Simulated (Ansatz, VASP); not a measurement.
**Ta3N: VASP beside Ansatz**

```
Ta N
1.0
     3.03222    0.00000    0.00000
    -1.51611    2.62598    0.00000
     0.00000    0.00000    7.52414
Ta N
3 1
Direct
  0.00000 0.00000 0.50000
  0.33333 0.66667 0.17393
  0.66667 0.33333 0.82607
  0.00000 0.00000 0.00000
```

Alike in both runs: task single point; functional PBE; k mesh 15 × 15 × 6; occupations gaussian, width 0.1 eV; no spin polarisation.

|  | VASP | Ansatz |
| --- | --- | --- |
| version | VASP 6.6.1 | Ansatz 0.2.0 |
| potentials or method | VASP PAW PBE potentials, release 64 (Ta_pv, N), cutoff 520 eV | scalar-relativistic, plane waves, PAW |
| valence electrons in the cell | 38 | 44 |

|  | VASP | Ansatz | Ansatz less VASP |
| --- | --- | --- | --- |
| gap on the k mesh at the Fermi level (eV) | none | none | - |
| pressure (GPa) | -0.4 | -0.7 | -0.30 |
| traceless stress, the component that is largest in VASP (GPa) | 0.62 | 0.62 | -0.002 |
| rms of the force components (eV/Å) | 0.022 | 0.042 | +0.0196 |

Atom by atom the forces differ by 0.020 eV/Å (rms over components). A gap of «none» marks a metal or a gap that the smearing closes. VASP's potentials hold 38 valence electrons a cell and Ansatz's 44, so a difference there can come from the potentials and not from the codes.

Spin-orbit coupling is off throughout.
